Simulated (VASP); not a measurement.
Ta2N: single point with PBEsol

Ta2N:

```
Ta N
1.0
     2.98835    0.00000    0.00000
    -1.49417    2.58798    0.00000
     0.00000    0.00000    4.86984
Ta N
2 1
Cartesian
  0.0000 1.7253 1.2404
  1.4942 0.8627 3.6294
  0.0000 0.0000 0.0000
```

* Program: VASP 6.6.1
* Task: single point
* Functional: PBEsol
* Potentials or basis: VASP PAW PBE potentials, release 64 (Ta_pv, N)
* Cutoff: 520 eV
* k mesh: 10 × 10 × 6
* Occupations: fermi-dirac, width 0.05 eV
* Spin: no spin polarisation
* Dipole correction: no
* Further INCAR settings: ALGO = Normal; EDIFF = 1e-06; NBANDS = 20

```yaml
Pressure: 17.4 GPa
Largest_force: 0.613 eV/Å
```

Forces on the atoms (eV/Å):
```
Ta   0.000  0.000  0.613
Ta   0.000  0.000 -0.613
N    0.000  0.000  0.000
```

Stress tensor (GPa, compression positive):
```
20.38  0.00  0.00
 0.00 20.38  0.00
 0.00  0.00 11.48
```

Levels at points of the mesh, in eV from the Fermi level:
| k point | band 12 | band 13 | band 14 | band 15 | band 16 | band 17 |
| --- | --- | --- | --- | --- | --- | --- |
| (0.00, 0.00, 0.00) | -1.12 | -0.25 | -0.25 | 0.30 | 0.64 | 0.64 |
| (0.50, 0.00, 0.00) | -2.56 | -1.18 | 1.45 | 2.52 | 4.42 | 4.42 |
| (0.00, 0.00, 0.50) | -2.80 | -1.05 | -1.05 | 1.77 | 2.54 | 2.54 |
| (0.50, 0.00, 0.50) | -2.06 | -2.02 | -0.44 | 0.99 | 4.07 | 4.30 |

Wall time 76 s on 1 thread of Intel Xeon 8259CL, on a shared host, peak memory 0.19 GiB.

Caveat: the PAW data sets were made with another functional, which shifts forces and pressure a little; spin-orbit coupling is left out, which moves the levels of the heavy elements.
